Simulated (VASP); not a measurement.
# Ga2O3 (P2_1/m) in VASP: single point with r2SCAN

Aim: the single point of Ga2O3 with r2SCAN.

Program: VASP 6.6.1. These are calculated values, not measurements. Logs are shortened: lines on timing, memory, paths and dates and some standing lists are left out, and cuts for length are marked.

### Step 1. The cell of the first run

The structure is monoclinic, space group P2_1/m (No. 11). The conventional cell has a = 5.808 Å, b = 3.039 Å, c = 12.130 Å, α = 90.00°, β = 101.14°, γ = 90.00°. Ga (site symmetry m) has 4 O at 1.83 to 1.87 Å within 2.4 Å. Within 2.4 Å of Ga (site symmetry m) lie 4 O at 1.83 to 1.87 Å. Ga (site symmetry m) has 6 O at 1.94 to 2.08 Å within 2.6 Å. Ga (site symmetry m) has 6 O at 1.94 to 2.15 Å within 2.6 Å. Within 2.4 Å of O (site symmetry m) lie 3 Ga at 1.83 to 1.94 Å. O (site symmetry m) has 3 Ga at 1.83 to 1.94 Å within 2.4 Å. O (site symmetry m) has 4 Ga at 1.87 to 2.15 Å and 2 O at 2.45 Å within 2.5 Å. Within 2.5 Å of O (site symmetry m) lie 4 Ga at 1.87 to 2.08 Å.

### Step 2. Single point, r2SCAN (the part above a cut slid along it)

File POSCAR:

```
Ga2O3
1.0
    1.3883852660      0.0000000000     -5.6399772456
    0.0000000000      3.0390611527      0.0000000000
   12.1168446248      0.0000000000      0.5690628403
Ga O
8 12
Direct
   -0.4607367409      0.0000000000      0.8405209738
    0.4892632591      0.5000000000      0.3405209738
    0.1107367409      0.0000000000      0.6594790262
    0.0607367409      0.5000000000      0.1594790262
   -0.0236038701      0.0000000000      0.4087278752
    0.0263961299      0.5000000000      0.9087278752
    0.5736038701      0.0000000000      0.0912721248
   -0.3763961299      0.5000000000      0.5912721248
   -0.7677362997      0.0000000000      0.9142143310
    0.1822637003      0.5000000000      0.4142143310
    0.4177362997      0.0000000000      0.5857856690
    0.3677362997      0.5000000000      0.0857856690
   -0.2211906270      0.0000000000      0.9233419983
   -0.2711906270      0.5000000000      0.4233419983
   -0.1288093730      0.0000000000      0.5766580017
    0.8211906270      0.5000000000      0.0766580017
    0.0183911533      0.0000000000      0.2462851429
    0.0683911533      0.5000000000      0.7462851429
    0.5316088467      0.0000000000      0.2537148571
   -0.4183911533      0.5000000000      0.7537148571
```

File INCAR.step1:

```
ALGO = Normal
EDIFF = 1E-4
ENCUT = 520
GGA = PE
ISMEAR = 0
LASPH = True
LCHARG = False
LREAL = Auto
LWAVE = True
NBANDS = 104
NELM = 60
PREC = Accurate
SIGMA = 0.05
```

File INCAR.step2:

```
ALGO = Normal
EDIFF = 1E-7
ENCUT = 520
ISIF = 2
ISMEAR = 0
ISTART = 1
LASPH = True
LCHARG = True
LELF = True
LMIXTAU = True
LREAL = Auto
LVHAR = True
LWAVE = False
METAGGA = R2SCAN
NBANDS = 104
NELM = 60
PREC = Accurate
SIGMA = 0.05
```

File KPOINTS:

```
k-points
0
Gamma
  4 7 2
```

Potentials or basis: VASP PAW PBE potentials, release 64 (Ga_d, O).

Started as:

```
> cat potpaw_PBE.64/Ga_d/POTCAR potpaw_PBE.64/O/POTCAR > POTCAR
> cp INCAR.step1 INCAR
> mpirun -np 1 vasp_std > vasp.out
> cp INCAR.step2 INCAR
> mpirun -np 1 vasp_std > vasp.out
```

OUTCAR:

```text
EDIFF = 1E-7
   ENCUT = 520
   ISIF = 2
   ISMEAR = 0
   ISTART = 1
   LASPH = True
   LREAL = Auto
   METAGGA = R2SCAN
   NELM = 60
   PREC = Accurate

 ion  position               nearest neighbor table
   1  0.539  0.000  0.841-   9 1.83  20 1.84  20 1.84  13 1.87
   2  0.489  0.500  0.341-  10 1.83  19 1.84  19 1.84  14 1.87
   3  0.111  0.000  0.659-  11 1.83  18 1.84  18 1.84  15 1.87
   4  0.061  0.500  0.159-  12 1.83  17 1.84  17 1.84  16 1.87
   5  0.976  0.000  0.409-  17 1.94  10 1.94  10 1.94  15 2.01  14 2.08  14 2.08
   6  0.026  0.500  0.909-  18 1.94   9 1.94   9 1.94  13 2.08  13 2.08  16 2.15
   7  0.574  0.000  0.091-  19 1.94  12 1.94  12 1.94  16 2.08  16 2.08  13 2.15
   8  0.624  0.500  0.591-  20 1.94  11 1.94  11 1.94  14 2.01  15 2.08  15 2.08
   9  0.232  0.000  0.914-   1 1.83   6 1.94   6 1.94
  10  0.182  0.500  0.414-   2 1.83   5 1.94   5 1.94
  11  0.418  0.000  0.586-   3 1.83   8 1.94   8 1.94
  12  0.368  0.500  0.086-   4 1.83   7 1.94   7 1.94
  13  0.779  0.000  0.923-   1 1.87   6 2.08   6 2.08   7 2.15
  14  0.729  0.500  0.423-   2 1.87   8 2.01   5 2.08   5 2.08
  15  0.871  0.000  0.577-   3 1.87   5 2.01   8 2.08   8 2.08
  16  0.821  0.500  0.077-   4 1.87   7 2.08   7 2.08   6 2.15
  17  0.018  0.000  0.246-   4 1.84   4 1.84   5 1.94
  18  0.068  0.500  0.746-   3 1.84   3 1.84   6 1.94
  19  0.532  0.000  0.254-   2 1.84   2 1.84   7 1.94
  20  0.582  0.500  0.754-   1 1.84   1 1.84   8 1.94

  LATTYP: Found a simple monoclinic cell.
 ALAT       =     5.8083523462
 B/A-ratio  =     0.5232225891
 C/A-ratio  =     2.0884063926
 COS(beta)  =    -0.1932164044

  Lattice vectors:

 A1 = (   1.3883852660,   0.0000000000,  -5.6399772456)
 A2 = (   0.0000000000,  -3.0390611527,   0.0000000000)
 A3 = ( -12.1168446248,   0.0000000000,  -0.5690628403)

Analysis of symmetry for initial positions (statically):
=====================================================================
 Subroutine PRICEL returns:
 Original cell was already a primitive cell.

 Routine SETGRP: Setting up the symmetry group for a
 simple monoclinic supercell.

 Subroutine GETGRP returns: Found  4 space group operations
 (whereof  2 operations were pure point group operations)
 out of a pool of  4 trial point group operations.

The static configuration has the point symmetry C_1h.
 The point group associated with its full space group is C_2h.

Analysis of symmetry for dynamics (positions and initial velocities):
=====================================================================
 Subroutine PRICEL returns:
 Original cell was already a primitive cell.

 Routine SETGRP: Setting up the symmetry group for a
 simple monoclinic supercell.

 Subroutine GETGRP returns: Found  4 space group operations
 (whereof  2 operations were pure point group operations)
 out of a pool of  4 trial point group operations.

The dynamic configuration has the point symmetry C_1h.
 The point group associated with its full space group is C_2h.

 Subroutine INISYM returns: Found  4 space group operations
 (whereof  2 operations are pure point group operations),
 and found     1 'primitive' translations

----------------------------------------------------------------------------------------

                                     Primitive cell

  volume of cell :     210.0867

  direct lattice vectors                    reciprocal lattice vectors
     1.388385266  0.000000000 -5.639977246     0.008231921  0.000000000 -0.175279240
     0.000000000  3.039061153  0.000000000     0.000000000  0.329048989  0.000000000
    12.116844625  0.000000000  0.569062840     0.081586498  0.000000000  0.020084034

  length of vectors
     5.808352346  3.039061153 12.130200171     0.175472438  0.329048989  0.084022170

  position of ions in fractional coordinates (direct lattice)
     0.539263259  0.000000000  0.840520974
     0.489263259  0.500000000  0.340520974
     0.110736741  0.000000000  0.659479026
     0.060736741  0.500000000  0.159479026
     0.976396130  0.000000000  0.408727875
     0.026396130  0.500000000  0.908727875
[... 12 lines left out ...]
     0.531608847  0.000000000  0.253714857
     0.581608847  0.500000000  0.753714857

  ion indices of the primitive-cell ions
   primitive index   ion index
                 1           1
                 2           2
                 3           3
                 4           4
                 5           5
                 6           6
[... 12 lines left out ...]
                19          19
                20          20

----------------------------------------------------------------------------------------

 KPOINTS: k-points

Automatic generation of k-mesh.
 Grid dimensions read from file:
 generate k-points for:    4    7    2

 Generating k-lattice:

  Cartesian coordinates                     Fractional coordinates (reciprocal lattice)
     0.002057980  0.000000000 -0.043819810     0.250000000  0.000000000  0.000000000
     0.000000000  0.047006998  0.000000000     0.000000000  0.142857143  0.000000000
     0.040793249  0.000000000  0.010042017    -0.000000000  0.000000000  0.500000000

  Length of vectors
     0.043868109  0.047006998  0.042011085

  Shift w.r.t. Gamma in fractional coordinates (k-lattice)
     0.000000000  0.000000000  0.000000000

 Subroutine IBZKPT returns following result:
 ===========================================

 Found     24 irreducible k-points:

 Following reciprocal coordinates:
            Coordinates               Weight
  0.000000  0.000000  0.000000      1.000000
  0.250000  0.000000  0.000000      2.000000
  0.500000  0.000000  0.000000      1.000000
  0.000000  0.142857  0.000000      2.000000
  0.250000  0.142857  0.000000      4.000000
  0.500000  0.142857  0.000000      2.000000
[... 16 lines left out ...]
  0.250000  0.428571  0.500000      4.000000
  0.500000  0.428571  0.500000      2.000000
   k-points           NKPTS =     24   k-points in BZ     NKDIM =     24   number of bands    NBANDS=    104
   number of dos      NEDOS =    301   number of ions     NIONS =     20
   total plane-waves  NPLWV = 103680
   dimension x,y,z NGX =    48 NGY =   24 NGZ =   90
   dimension x,y,z NGXF=    96 NGYF=   48 NGZF=  180
   ions per type =               8  12
   NGX,Y,Z   is equivalent  to a cutoff of  13.74, 13.13, 12.33 a.u.
   NGXF,Y,Z  is equivalent  to a cutoff of  27.48, 26.26, 24.67 a.u.
 SYSTEM =  unknown system
   PREC   = accura    normal or accurate (medium, high low for compatibility)
   ISTART =      1    job   : 0-new  1-cont  2-samecut
   ICHARG =      0    charge: 1-file 2-atom 10-const
   ISPIN  =      1    spin polarized calculation?
   LNONCOLLINEAR =      F non collinear calculations
   LSORBIT =      F    spin-orbit coupling
   LASPH  =      T    aspherical Exc in radial PAW
   ENCUT  =  520.0 eV  38.22 Ry    6.18 a.u.  10.80  5.65 22.55*2*pi/ulx,y,z
   NELM   =     60;   NELMIN=  2; NELMDL=  0     # of ELM steps
   EDIFF  = 0.1E-06   stopping-criterion for ELM
   LREAL  =      T    real-space projection
   EDIFFG = 0.1E-05   stopping-criterion for IOM
   NSW    =      0    number of steps for IOM
   IBRION =     -1    ionic relax: 0-MD 1-quasi-New 2-CG
   NFREE  =      0    steps in history (QN), initial steepest desc. (CG)
   ISIF   =      2    stress and relaxation
   ISYM   =      2    0-nonsym 1-usesym 2-fastsym
   POTIM  = 0.5000    time-step for ionic-motion
   TEBEG  =    0.0;   TEEND  =   0.0 temperature during run
   PSTRESS=    0.0 pullay stress
   NELECT =     176.0000    total number of electrons
   NUPDOWN=      -1.0000    fix difference up-down
   EMIN   =  10.00;   EMAX   =-10.00  energy-range for DOS
   EFERMI =   0.00;   METHOD = LEGACY
   ISMEAR =     0;   SIGMA  =   0.05  broadening in eV -4-tet -1-fermi 0-gaus
   EFERMI_NEDOS =   21; number of points for ismear=-14 and -15
   IALGO  =     38    algorithm
   IMIX   =      4    mixing-type and parameters
     AMIX     =   0.40;   BMIX     =  1.00
     AMIX_MAG =   1.60;   BMIX_MAG =  1.00
  volume/ion in A,a.u.               =      10.50        70.89
  Fermi-wavevector in a.u.,A,eV,Ry     =   1.543285  2.916386 32.405398  2.381730
  Thomas-Fermi vector in A             =   2.648970
   LORBIT       =      0    0 simple, 1 ext, 2 COOP (PROOUT), +10 PAW based schemes
   METAGGA = R2SCAN    functional components
   LHFCALC =     F    Hartree Fock is set to
   AEXX    =    0.0000 exact exchange contribution
   IVDW    =     0    specifies the selected vdW correction
   LEPSILON=     F    determine dielectric tensor
   LRPA    =     F    only Hartree local field effects (RPA)
 non-spin polarized calculation
 Gauss-broadening in eV      SIGMA  =   0.05
  energy-cutoff  :      520.00
  volume of cell :      210.09
 maximum number of plane-waves:      5702
 NGX is ok and might be reduce to    48
   NGX = 21   NGY = 11   NGZ = 45

 number of electron     176.0000106 magnetization

 Free energy of the ion-electron system (eV)
  ---------------------------------------------------
  ext. energy  EPLUGINS =         0.00000000
  ---------------------------------------------------
  free energy    TOTEN  =      -203.96535040 eV

  energy without entropy =     -203.96535040  energy(sigma->0) =     -203.96535040

 E-fermi :   3.7252     XC(G=0): -12.5260

 val. band max:        3.4434531718   @ k =   0.0000   0.0000   0.0000
 cond. band min:       6.2116982414   @ k =   0.0000   0.0000   0.0000
 fundamental gap:      2.7682450696
 Fermi energy:         3.7252374837

 k-point     1 :       0.0000    0.0000    0.0000
  band No.  band energies     occupation
      1     -16.3586      2.00000
      2     -15.9758      2.00000
      3     -15.8994      2.00000
      4     -15.2403      2.00000
      5     -15.2286      2.00000
      6     -15.1861      2.00000
[... 92 lines left out ...]
     99      12.2888      0.00000
    100      13.0983      0.00000

 k-point     2 :       0.2500    0.0000    0.0000
  band No.  band energies     occupation
      1     -16.2510      2.00000
      2     -15.9500      2.00000
      3     -15.7628      2.00000
      4     -15.4430      2.00000
      5     -15.3266      2.00000
      6     -15.2184      2.00000
[... 2255 lines left out ...]
     99      12.8654      0.00000
    100      12.9844      0.00000

 k-point    24 :       0.5000    0.4286    0.5000
  band No.  band energies     occupation
      1     -15.2599      2.00000
      2     -15.1561      2.00000
      3     -15.1257      2.00000
      4     -15.1134      2.00000
      5     -15.0139      2.00000
      6     -14.9501      2.00000
[... 92 lines left out ...]
     99      13.0736      0.00000
    100      13.2902      0.00000
 [bands above 100 left out]

------------------------ aborting loop because EDIFF is reached ----------------------------------------

  FORCE on cell =-STRESS in cart. coord.  units (eV):
  Direction    XX          YY          ZZ          XY          YZ          ZX
  --------------------------------------------------------------------------------------
  -------------------------------------------------------------------------------------
  Total        6.6340736      3.4209235     -4.1761700      0.0000000      0.0000000     -3.2456530
  in kB       50.5932257     26.0888809    -31.8485935      0.0000000      0.0000000    -24.7522210
  external PRESSURE =      14.9445044 kB  Pullay stress =       0.0000000 kB

 VOLUME and BASIS-vectors are now :
 -----------------------------------------------------------------------------
  energy-cutoff  :      520.00
  volume of cell :      210.09
      direct lattice vectors                 reciprocal lattice vectors
     1.388385266  0.000000000 -5.639977246     0.008231921  0.000000000 -0.175279240
     0.000000000  3.039061153  0.000000000     0.000000000  0.329048989  0.000000000
    12.116844625  0.000000000  0.569062840     0.081586498  0.000000000  0.020084034

 POSITION                                       TOTAL-FORCE (eV/Angst)
 -----------------------------------------------------------------------------------
     10.93317      0.00000     -2.56312        -0.368479      0.000000     -0.622105
      4.80533      1.51953     -2.56566         0.012123      0.000000     -0.031424
      8.14455      0.00000     -0.24927        -0.012123      0.000000      0.031424
      2.01671      1.51953     -0.25180         0.368479      0.000000      0.622105
      6.30811      0.00000     -5.27426         0.002282      0.000000      0.037477
     11.04756      1.51953      0.36825        -0.066191      0.000000      1.364451
[... 12 lines left out ...]
      3.81230      0.00000     -2.85388        -0.102923      0.000000      0.030844
      9.94014      1.51953     -2.85135        -0.145819      0.000000      0.128720
 -----------------------------------------------------------------------------------
    total drift:                                0.000997     -0.000000     -0.005643

  FREE ENERGIE OF THE ION-ELECTRON SYSTEM (eV)
  ---------------------------------------------------
  free  energy   TOTEN  =      -203.9653503987 eV

  energy  without entropy=     -203.9653503987  energy(sigma->0) =     -203.96535040
```

Run time: 58 min. Hardware: 1 thread of Oxide Virtual Turin-like, shared host; peak memory 0.51 GiB.

Results:

```
Free energy            : -203.9654 eV
Pressure               : 1.5 GPa
Largest force          : 1.406 eV/Å
Band gap on the k mesh : 2.77 eV
```

Forces on the atoms (eV/Å):
```
Ga  -0.368  0.000 -0.622
Ga   0.012  0.000 -0.031
Ga  -0.012  0.000  0.031
Ga   0.368  0.000  0.622
Ga   0.002  0.000  0.037
Ga  -0.066  0.000  1.364
Ga   0.066  0.000 -1.364
Ga  -0.002  0.000 -0.037
O    0.139  0.000  0.775
O    0.066  0.000  0.032
O   -0.066  0.000 -0.032
O   -0.139  0.000 -0.775
O   -0.980  0.000  1.008
O    0.027  0.000 -0.058
O   -0.027  0.000  0.058
O    0.980  0.000 -1.008
O    0.146  0.000 -0.129
O    0.103  0.000 -0.031
O   -0.103  0.000  0.031
O   -0.146  0.000  0.129
```

Caveat: the cell differs from its parent crystal (the part above a cut slid along it); the stress differs along the axes, from -3 to 5 GPa; the PAW data sets were made with another functional, which shifts forces and pressure a little.
